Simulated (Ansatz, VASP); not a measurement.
Two plane-wave programs on CdHgS2

Contents of POSCAR:

```
CdHgS2
1.0
    4.1808544805      0.0000000000      0.0000000000
    0.0000000000      4.1808544805      0.0000000000
    0.0000000000      0.0000000000      5.8842973448
Cd S Hg
1 2 1
Direct
    0.0000000000      0.0000000000      0.0000000000
    0.0000000000      0.5000000000      0.2465594813
    0.5000000000      0.0000000000      0.7534405187
    0.5000000000      0.5000000000      0.5000000000
```

File INCAR.step1:

```
PREC = Accurate
ENCUT = 520
ISMEAR = 0
SIGMA = 0.01
LREAL = False
LASPH = True
NELM = 100
NBANDS = 26
GGA = PE
ALGO = Normal
EDIFF = 1E-4
LWAVE = True
LCHARG = False
```

The input INCAR.step2:

```
PREC = Accurate
ENCUT = 520
EDIFF = 1E-6
ISMEAR = 0
SIGMA = 0.01
LREAL = False
LASPH = True
NELM = 100
ALGO = Normal
ISIF = 2
LWAVE = False
LCHARG = True
METAGGA = R2SCAN
LMIXTAU = True
LELF = True
LVHAR = True
NBANDS = 26
ISTART = 1
```

Contents of KPOINTS:

```
Automatic mesh
0
Gamma
  6 6 4
```

Input for Ansatz:

```yaml
crystal:
  lattice:
    - [4.1808544805, 0.0, 0.0]
    - [0.0, 4.1808544805, 0.0]
    - [0.0, 0.0, 5.8842973448]
  atoms:
    - { symbol: Cd, position: [0.0, 0.0, 0.0] }
    - { symbol: S, position: [0.0, 0.5, 0.2465594813] }
    - { symbol: Hg, position: [0.5, 0.5, 0.5] }
    - { symbol: S, position: [0.5, 0.0, 0.7534405187] }
kpoints:
  mp_grid: { grid: [6, 6, 4] }
  band_path:
    path:
      - [0.0, 0.0, 0.0]
      - [0.0, 0.5, 0.0]
      - [0.5, 0.5, 0.0]
      - [0.0, 0.0, 0.5]
      - [0.0, 0.5, 0.5]
      - [0.5, 0.5, 0.5]
    npoints: 1
hamiltonian:
  xc: r2scan
scf:
  occupations: { method: fixed }
  n_extra_bands: 5
output:
  forces: true
  stress: true
  eigenvalues: true
```

Alike in both runs: task single point; functional r2SCAN; k mesh 6 × 6 × 4; no spin polarisation.

|  | VASP | Ansatz |
| --- | --- | --- |
| version | VASP 6.6.1 | Ansatz 0.2.0 |
| potentials or method | VASP PAW PBE potentials, release 64 (Cd, S, Hg) | plane waves, PAW |
| plane-wave cutoff (eV) | 520 | 500 |
| occupations | gaussian, width 0.01 eV | fixed |
| valence electrons in the cell | 36 | 52 |

```tsv
	VASP	Ansatz	Ansatz less VASP
gap on the k mesh at the Fermi level (eV)	0.61	0.62	+0.006
pressure (GPa)	0.3	0.0	-0.28
```

VASP's potentials were made for PBE, not for r2SCAN. VASP's potentials hold 36 valence electrons a cell and Ansatz's 52, so a difference there can come from the potentials and not from the codes.

Spin-orbit coupling is off throughout.
